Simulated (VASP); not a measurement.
# Na (Fm-3m) in VASP: a series of runs

Runs on Na. Level: PBEsol. Tasks: single point, relaxation of cell and atoms.

Program: VASP 6.6.1. These are calculated values, not measurements. Logs are shortened: lines on timing, memory, paths and dates and some standing lists are left out, and cuts for length are marked.

## (1) The cell of the first run

Symmetry: Fm-3m, No. 225, cubic system. The conventional cell has a = 5.202 Å, b = 5.202 Å, c = 5.202 Å, α = 90.00°, β = 90.00°, γ = 90.00°. Within 4.8 Å of Na (site symmetry m-3m) lie 12 Na at 3.68 Å.

## (2) Single point, PBEsol

File INCAR:

```
SYSTEM = Na
PREC = Accurate
ENCUT = 520
EDIFF = 1E-6
ISMEAR = -1
SIGMA = 0.1
LREAL = .False.
LASPH = .True.
NELM = 60
ALGO = Normal
ISIF = 2
LWAVE = .False.
LCHARG = .True.
GGA = PS
LELF = .True.
LVHAR = .True.
NBANDS = 10
```

File KPOINTS:

```
Automatic mesh
0
Gamma
  13 13 13
  0 0 0
```

File POSCAR:

```
Na
1.0
    0.0000000000      2.6010325042      2.6010325042
    2.6010325042      0.0000000000      2.6010325042
    2.6010325042      2.6010325042      0.0000000000
Na
1
Direct
    0.0000000000      0.0000000000      0.0000000000
```

Potentials or basis: VASP PAW PBE potentials, release 64 (Na_pv).

The run is started by

```bash
> cat potpaw_PBE.64/Na_pv/POTCAR > POTCAR
> mpirun -np 1 vasp_std > vasp.out
```

OUTCAR:

```text
SYSTEM = Na
   PREC = Accurate
   ENCUT = 520
   EDIFF = 1E-6
   ISMEAR = -1
   LREAL = .False.
   LASPH = .True.
   NELM = 60
   ISIF = 2
   GGA = PS

 ion  position               nearest neighbor table
   1  0.000  0.000  0.000-

  LATTYP: Found a face centered cubic cell.
 ALAT       =     5.2020650084

  Lattice vectors:

 A1 = (   0.0000000000,   2.6010325042,   2.6010325042)
 A2 = (   2.6010325042,   0.0000000000,   2.6010325042)
 A3 = (   2.6010325042,   2.6010325042,   0.0000000000)

Analysis of symmetry for initial positions (statically):
=====================================================================
 Subroutine PRICEL returns:
 Original cell was already a primitive cell.

 Routine SETGRP: Setting up the symmetry group for a
 face centered cubic supercell.

 Subroutine GETGRP returns: Found 48 space group operations
 (whereof 48 operations were pure point group operations)
 out of a pool of 48 trial point group operations.

The static configuration has the point symmetry O_h .

Analysis of symmetry for dynamics (positions and initial velocities):
=====================================================================
 Subroutine PRICEL returns:
 Original cell was already a primitive cell.

 Routine SETGRP: Setting up the symmetry group for a
 face centered cubic supercell.

 Subroutine GETGRP returns: Found 48 space group operations
 (whereof 48 operations were pure point group operations)
 out of a pool of 48 trial point group operations.

The dynamic configuration has the point symmetry O_h .

 Subroutine INISYM returns: Found 48 space group operations
 (whereof 48 operations are pure point group operations),
 and found     1 'primitive' translations

----------------------------------------------------------------------------------------

                                     Primitive cell

  volume of cell :      35.1939

  direct lattice vectors                    reciprocal lattice vectors
     0.000000000  2.601032504  2.601032504    -0.192231354  0.192231354  0.192231354
     2.601032504  0.000000000  2.601032504     0.192231354 -0.192231354  0.192231354
     2.601032504  2.601032504  0.000000000     0.192231354  0.192231354 -0.192231354

  length of vectors
     3.678415444  3.678415444  3.678415444     0.332954472  0.332954472  0.332954472

  position of ions in fractional coordinates (direct lattice)
     0.000000000  0.000000000  0.000000000

  ion indices of the primitive-cell ions
   primitive index   ion index
                 1           1

----------------------------------------------------------------------------------------

 KPOINTS: Automatic mesh

Automatic generation of k-mesh.
 Grid dimensions read from file:
 generate k-points for:   13   13   13

 Generating k-lattice:

  Cartesian coordinates                     Fractional coordinates (reciprocal lattice)
    -0.014787027  0.014787027  0.014787027     0.076923077  0.000000000  0.000000000
     0.014787027 -0.014787027  0.014787027     0.000000000  0.076923077  0.000000000
     0.014787027  0.014787027 -0.014787027     0.000000000  0.000000000  0.076923077

  Length of vectors
     0.025611882  0.025611882  0.025611882

  Shift w.r.t. Gamma in fractional coordinates (k-lattice)
     0.000000000  0.000000000  0.000000000

 Subroutine IBZKPT returns following result:
 ===========================================

 Found     84 irreducible k-points:

 Following reciprocal coordinates:
            Coordinates               Weight
  0.000000  0.000000  0.000000      1.000000
  0.076923  0.000000  0.000000      8.000000
  0.153846  0.000000  0.000000      8.000000
  0.230769  0.000000  0.000000      8.000000
  0.307692  0.000000  0.000000      8.000000
  0.384615  0.000000  0.000000      8.000000
[... 16 lines left out ...]
  0.384615  0.153846  0.000000     24.000000
  0.461538  0.153846  0.000000     24.000000
 [... further k-points ...]
   k-points           NKPTS =     84   k-points in BZ     NKDIM =     84   number of bands    NBANDS=     10
   number of dos      NEDOS =    301   number of ions     NIONS =      1
   total plane-waves  NPLWV =  21952
   dimension x,y,z NGX =    28 NGY =   28 NGZ =   28
   dimension x,y,z NGXF=    56 NGYF=   56 NGZF=   56
   ions per type =               1
   NGX,Y,Z   is equivalent  to a cutoff of  12.65, 12.65, 12.65 a.u.
   NGXF,Y,Z  is equivalent  to a cutoff of  25.31, 25.31, 25.31 a.u.
 SYSTEM =  Na
   PREC   = accura    normal or accurate (medium, high low for compatibility)
   ISTART =      0    job   : 0-new  1-cont  2-samecut
   ICHARG =      2    charge: 1-file 2-atom 10-const
   ISPIN  =      1    spin polarized calculation?
   LNONCOLLINEAR =      F non collinear calculations
   LSORBIT =      F    spin-orbit coupling
   LASPH  =      T    aspherical Exc in radial PAW
   ENCUT  =  520.0 eV  38.22 Ry    6.18 a.u.   6.84  6.84  6.84*2*pi/ulx,y,z
   NELM   =     60;   NELMIN=  2; NELMDL= -5     # of ELM steps
   EDIFF  = 0.1E-05   stopping-criterion for ELM
   LREAL  =      F    real-space projection
   EDIFFG = 0.1E-04   stopping-criterion for IOM
   NSW    =      0    number of steps for IOM
   IBRION =     -1    ionic relax: 0-MD 1-quasi-New 2-CG
   NFREE  =      0    steps in history (QN), initial steepest desc. (CG)
   ISIF   =      2    stress and relaxation
   ISYM   =      2    0-nonsym 1-usesym 2-fastsym
   POTIM  = 0.5000    time-step for ionic-motion
   TEBEG  =    0.0;   TEEND  =   0.0 temperature during run
   PSTRESS=    0.0 pullay stress
   NELECT =       7.0000    total number of electrons
   NUPDOWN=      -1.0000    fix difference up-down
   EMIN   =  10.00;   EMAX   =-10.00  energy-range for DOS
   EFERMI =   0.00;   METHOD = LEGACY
   ISMEAR =    -1;   SIGMA  =   0.10  broadening in eV -4-tet -1-fermi 0-gaus
   EFERMI_NEDOS =   21; number of points for ismear=-14 and -15
   IALGO  =     38    algorithm
   IMIX   =      4    mixing-type and parameters
     AMIX     =   0.40;   BMIX     =  1.00
     AMIX_MAG =   1.60;   BMIX_MAG =  1.00
  volume/ion in A,a.u.               =      35.19       237.50
  Fermi-wavevector in a.u.,A,eV,Ry     =   0.955620  1.805859 12.424961  0.913209
  Thomas-Fermi vector in A             =   2.084474
   LORBIT       =      0    0 simple, 1 ext, 2 COOP (PROOUT), +10 PAW based schemes
   GGA     = PS    functional components
   LHFCALC =     F    Hartree Fock is set to
   AEXX    =    0.0000 exact exchange contribution
   IVDW    =     0    specifies the selected vdW correction
   LEPSILON=     F    determine dielectric tensor
   LRPA    =     F    only Hartree local field effects (RPA)
 non-spin polarized calculation
  energy-cutoff  :      520.00
  volume of cell :       35.19
 maximum number of plane-waves:       958
   NGX = 13   NGY = 13   NGZ = 13

 number of electron       7.0000009 magnetization

 Free energy of the ion-electron system (eV)
  ---------------------------------------------------
  ext. energy  EPLUGINS =         0.00000000
  ---------------------------------------------------
  free energy    TOTEN  =        -1.40512104 eV

  energy without entropy =       -1.38799325  energy(sigma->0) =       -1.39655715

 E-fermi :   0.4638     XC(G=0):  -6.6397

 val. band max:        0.3637464540   @ k =   0.3846   0.3846   0.0000
 cond. band min:       0.4862687718   @ k =  -0.3077   0.2308   0.0769
 fundamental gap:      0.1225223178
 Fermi energy:         0.4637519064

 k-point     1 :       0.0000    0.0000    0.0000
  band No.  band energies     occupation
      1     -24.2852      2.00000
      2     -24.2852      2.00000
      3     -24.2852      2.00000
      4      -2.9339      2.00000
      5      11.8678      0.00000
      6      11.8678      0.00000
      7      11.8678      0.00000
      8      12.9988      0.00000
      9      13.6086      0.00000
     10      13.6086      0.00000

 k-point     2 :       0.0769    0.0000    0.0000
  band No.  band energies     occupation
      1     -24.2877      2.00000
      2     -24.2855      2.00000
      3     -24.2855      2.00000
      4      -2.8316      2.00000
      5      10.3864      0.00000
      6      11.6753      0.00000
      7      11.6753      0.00000
      8      13.1099      0.00000
      9      13.9530      0.00000
     10      13.9530      0.00000

 k-point     3 :       0.1538    0.0000    0.0000
  band No.  band energies     occupation
      1     -24.2945      2.00000
      2     -24.2865      2.00000
      3     -24.2865      2.00000
      4      -2.5262      2.00000
      5       8.4497      0.00000
      6      11.3391      0.00000
      7      11.3391      0.00000
      8      12.7074      0.00000
      9      14.5441      0.00000
     10      14.5441      0.00000

 k-point     4 :       0.2308    0.0000    0.0000
  band No.  band energies     occupation
      1     -24.3041      2.00000
      2     -24.2878      2.00000
      3     -24.2878      2.00000
      4      -2.0216      2.00000
      5       6.5945      0.00000
      6      11.0648      0.00000
      7      11.0648      0.00000
      8      12.3441      0.00000
      9      13.8586      0.00000
     10      13.8586      0.00000
[... 222 lines left out ...]
 k-point    22 :       0.3077    0.1538    0.0000
  band No.  band energies     occupation
      1     -24.3087      2.00000
      2     -24.2917      2.00000
      3     -24.2915      2.00000
      4      -1.4558      2.00000
      5       6.2824      0.00000
      6       9.3511      0.00000
      7       9.4160      0.00000
      8      10.6389      0.00000
      9      13.4630      0.00000
     10      15.8539      0.00000

 k-point    23 :       0.3846    0.1538    0.0000
  band No.  band energies     occupation
      1     -24.3167      2.00000
      2     -24.2935      2.00000
      3     -24.2928      2.00000
      4      -0.7008      1.99998
      5       4.6422      0.00000
      6       8.7743      0.00000
      7       9.3316      0.00000
      8      10.4181      0.00000
      9      14.6693      0.00000
     10      15.0675      0.00000

 k-point    24 :       0.4615    0.1538    0.0000
  band No.  band energies     occupation
      1     -24.3225      2.00000
      2     -24.2956      2.00000
      3     -24.2933      2.00000
      4       0.2322      1.82028
      5       3.1505      0.00000
      6       8.2432      0.00000
      7       9.4109      0.00000
      8      10.4146      0.00000
      9      14.4260      0.00000
     10      15.2679      0.00000

 [... further k-points ...]
[... 5 lines left out ...]
  --------------------------------------------------------------------------------------
  -------------------------------------------------------------------------------------
  Total        0.0586807      0.0586807      0.0586807     -0.0000000     -0.0000000     -0.0000000
  in kB        2.6713989      2.6713989      2.6713989     -0.0000000     -0.0000000     -0.0000000
  external PRESSURE =       2.6713989 kB  Pullay stress =       0.0000000 kB

 VOLUME and BASIS-vectors are now :
 -----------------------------------------------------------------------------
  energy-cutoff  :      520.00
  volume of cell :       35.19
      direct lattice vectors                 reciprocal lattice vectors
     0.000000000  2.601032504  2.601032504    -0.192231354  0.192231354  0.192231354
     2.601032504  0.000000000  2.601032504     0.192231354 -0.192231354  0.192231354
     2.601032504  2.601032504  0.000000000     0.192231354  0.192231354 -0.192231354

 POSITION                                       TOTAL-FORCE (eV/Angst)
 -----------------------------------------------------------------------------------
      0.00000      0.00000      0.00000         0.000000      0.000000     -0.000000
 -----------------------------------------------------------------------------------
    total drift:                               -0.000000     -0.000000     -0.000000

  FREE ENERGIE OF THE ION-ELECTRON SYSTEM (eV)
  ---------------------------------------------------
  free  energy   TOTEN  =        -1.4051210395 eV

  energy  without entropy=       -1.3879932539  energy(sigma->0) =       -1.39655715
```

Wall time 18 s (1 thread of Intel Xeon 6975P-C (Granite Rapids), shared host); peak memory 0.16 GiB.

What came out:

- Free energy: -1.4051 eV
- Pressure: 0.3 GPa

Levels at points of the mesh, in eV from the Fermi level:
| k point | band 1 | band 2 | band 3 | band 4 | band 5 | band 6 | band 7 | band 8 | band 9 |
| --- | --- | --- | --- | --- | --- | --- | --- | --- | --- |
| (0.00, 0.00, 0.00) | -24.75 | -24.75 | -24.75 | -3.40 | 11.40 | 11.40 | 11.40 | 12.54 | 13.14 |

Caveat: the PAW data sets were made with another functional, which shifts forces and pressure a little.

## (3) Single point, PBEsol

File INCAR:

```
ALGO = Normal ; EDIFF = 1E-6
ENCUT = 520 ; GGA = PS
ISIF = 2 ; ISMEAR = -1
LASPH = T ; LCHARG = F
LREAL = F ; LWAVE = F
NBANDS = 10 ; NELM = 60
PREC = Accurate ; SIGMA = 0.1
```

File KPOINTS:

```
k-points
0
Gamma
  13 13 13
```

POSCAR is that of step 2.

Potentials or basis: VASP PAW PBE potentials, release 64 (Na_pv).

The run is started by

```bash
> cat potpaw_PBE.64/Na_pv/POTCAR > POTCAR
> mpirun -np 1 vasp_std > vasp.out
```

Wall time 16 s (1 thread of Intel Xeon 6975P-C (Granite Rapids), shared host); peak memory 0.16 GiB.

Results (log left out):

| Item | Value |
| --- | --- |
| Free energy | -1.4051 eV |
| Pressure | 0.3 GPa |

Levels at points of the mesh, in eV from the Fermi level:
| k point | band 2 | band 3 | band 4 | band 5 | band 6 | band 7 |
| --- | --- | --- | --- | --- | --- | --- |
| (0.00, 0.00, 0.00) | -24.75 | -24.75 | -3.40 | 11.40 | 11.40 | 11.40 |

Caveat: the PAW data sets were made with another functional, which shifts forces and pressure a little.

## (4) Relaxation of cell and atoms, PBEsol, target pressure 0.29 GPa, at which the enthalpy is minimised

File INCAR:

```
SYSTEM = Na
  PREC = Accurate
  ENCUT = 600
  EDIFF = 1E-6
  ISMEAR = -1
  SIGMA = 0.1
  LREAL = .False.
  LASPH = .True.
  NELM = 60
  ALGO = Normal
  ISIF = 3
  LWAVE = .False.
  LCHARG = .False.
  GGA = PS
  IBRION = 2
  NSW = 60
  EDIFFG = -0.005
  PSTRESS = 2.9
```

File KPOINTS:

```
regular mesh
0
Gamma
  13 13 13
  0 0 0
```

POSCAR is that of step 3.

The run is started by

```bash
> cat potpaw_PBE.64/Na_pv/POTCAR > POTCAR
> mpirun -np 1 vasp_std > vasp.out
```

Wall time 25 s (1 thread of Intel Xeon 6975P-C (Granite Rapids), shared host); peak memory 0.16 GiB.

Results (log left out):

```
Free energy                                            : -1.4051 eV
Relaxed volume                                         : 35.16 Å³/atom
Relaxed cell                                           : a = 3.677 Å, b = 3.677 Å, c = 3.677 Å, α = 60.00°, β = 60.00°, γ = 60.00°
Space group after relaxing (to 0.05 Å)                 : Fm-3m (No. 225)
Energy change on relaxing (the enthalpy is what falls) : +0.1 meV/atom
Ionic steps                                            : 2
Pressure after relaxing                                : 0.3 GPa
```

Final structure:
```
Na
1.0
     0.00000    2.60029    2.60029
     2.60029    0.00000    2.60029
     2.60029    2.60029    0.00000
Na
1
Direct
  0.00000 0.00000 0.00000
```

Levels at points of the mesh, in eV from the Fermi level:
```csv
k point,band 1,band 2,band 3,band 4,band 5,band 6,band 7
"(0.00, 0.00, 0.00)",-24.75,-24.75,-24.75,-3.40,11.41,11.41,11.41
```

Caveat: the cell is relaxed towards a set pressure, so the enthalpy falls and the energy may rise; the PAW data sets were made with another functional, which shifts forces and pressure a little.
